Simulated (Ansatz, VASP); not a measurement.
**One calculation of Sb, two programs**

```xyz
2
Lattice="2.1577 1.2458 3.7564 -2.1577 1.2458 3.7564 0.0000 -2.4915 3.7564" Properties=species:S:1:pos:R:3 pbc="T T T"
Sb    0.0000    0.0000    2.6330
Sb    0.0000    0.0000    8.6364
```

Change from the starting cell: volume scaled by 1.01, crystal datasets.

Alike in both runs: task electric field gradients; functional PBE; k mesh 9 × 9 × 9; occupations fermi-dirac, width 0.05 eV; no spin polarisation.

```csv
,VASP,Ansatz
version,VASP 6.6.1,Ansatz 0.2.0
potentials or method,"VASP PAW PBE potentials, release 64 (Sb), cutoff 520 eV","all-electron PAW with datasets made for the crystal, scalar-relativistic"
```

VASP gave:

* pressure (GPa): 2.6
* traceless stress, the component that is largest in VASP (GPa): -0.29
* rms of the force components (eV/Å): 0.109
* size of Vzz on the site where it differs most (V/Å²): 46.0

Task: What did Ansatz give for the same quantities?

Result: Pressure (GPa): 2.5; traceless stress, the component that is largest in VASP (GPa): -0.25; rms of the force components (eV/Å): 0.085; size of Vzz on the site where it differs most (V/Å²): 50.1.

Atom by atom the forces differ by 0.025 eV/Å (rms over components). Ansatz ran all-electron here, and VASP with PAW potentials.

Spin-orbit coupling is off throughout.
